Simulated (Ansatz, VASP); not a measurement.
**One calculation of O, two programs**

INCAR

```
SYSTEM = O
PREC = Accurate
ENCUT = 520
EDIFF = 1E-7
ISMEAR = -1
SIGMA = 0.05
LREAL = .FALSE.
LASPH = .TRUE.
NELM = 100
ALGO = Normal
ISIF = 2
LWAVE = .FALSE.
LCHARG = .FALSE.
GGA = PE
NBANDS = 13
```

KPOINTS

```
regular mesh
0
G
  10 10 8
  0 0 0
```

Contents of POSCAR:

```
O
1.0
    2.9434464666     -1.7160789185      0.0000000000
    2.9434464666      1.7160789185      0.0000000000
   -2.4717858624      0.0000000000      3.7647773834
O
2
Direct
    0.0254538300      0.0254538300      0.1555740200
    0.9745461700      0.9745461700      0.8444259800
```

Input for Ansatz:

```yaml
crystal:
  lattice:
    - [2.9434464666, -1.7160789185, 0.0]
    - [2.9434464666, 1.7160789185, 0.0]
    - [-2.4717858624, 0.0, 3.7647773834]
  atoms:
    - { symbol: O, position: [0.02545383, 0.02545383, 0.15557402] }
    - { symbol: O, position: [0.97454617, 0.97454617, 0.84442598] }
kpoints:
  mp_grid: { grid: [10, 10, 8] }
scf:
  occupations: { method: fermi_dirac, width: 0.05 }
  lower_state_search: "off"
hamiltonian:
  xc: pbe
  pseudopotentials: { kind: paw }
output:
  forces: true
  stress: true
  eigenvalues: true
  write_density: true
  write_potential: true
  elf: true
  volumetric_format: npy
```

Change from the starting cell: volume scaled by 1.1, no spin polarisation, PAW files.

Alike in both runs: task single point; functional PBE; k mesh 10 × 10 × 8; occupations fermi-dirac, width 0.05 eV; no spin polarisation.

```csv
,VASP,Ansatz
version,VASP 6.6.1,Ansatz 0.2.0
potentials or method,"VASP PAW PBE potentials, release 64 (O)","PAW with Ansatz's default frozen-core files, scalar-relativistic"
plane-wave cutoff (eV),520,420
valence electrons in the cell,12,12
```

Ansatz gave:

* pressure (GPa): -5.9
* traceless stress, the component that is largest in VASP (GPa): -7.52
* rms of the force components (eV/Å): 1.470

Task: What did VASP give for the same quantities?

Result: Pressure (GPa): -4.7; traceless stress, the component that is largest in VASP (GPa): -5.33; rms of the force components (eV/Å): 1.021.

Atom by atom the forces differ by 0.450 eV/Å (rms over components). The functional is the same, so the differences come from potentials, cutoffs and numerics.

Noted on VASP's run: spin is off for a triplet molecule.
